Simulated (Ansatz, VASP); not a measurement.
CdTe: VASP beside Ansatz

```
Cd Te
1.0
     0.00000    3.27885    3.27885
     3.27885    0.00000    3.27885
     3.27885    3.27885    0.00000
Cd Te
1 1
Direct
  0.00000 0.00000 0.00000
  0.75000 0.75000 0.75000
```

Alike in both runs: task single point; functional r2SCAN; k mesh 8 × 8 × 8; occupations gaussian, width 0.02 eV; no spin polarisation.

|  | VASP | Ansatz |
| --- | --- | --- |
| version | VASP 6.6.1 | Ansatz 0.2.0 |
| potentials or method | VASP PAW PBE potentials, release 64 (Cd, Te), cutoff 550 eV | scalar-relativistic, plane waves, PAW |
| valence electrons in the cell | 18 | 36 |

VASP gave:

```
gap on the k mesh at the Fermi level (eV) : 1.16
least direct gap on the mesh (eV)         : 1.16
```

Question: Which values does Ansatz return?

Answer: gap on the k mesh at the Fermi level (eV): 1.17; least direct gap on the mesh (eV): 1.17.

VASP's potentials were made for PBE, not for r2SCAN. VASP's potentials hold 18 valence electrons a cell and Ansatz's 36, so a difference there can come from the potentials and not from the codes.

Spin-orbit coupling is off throughout.
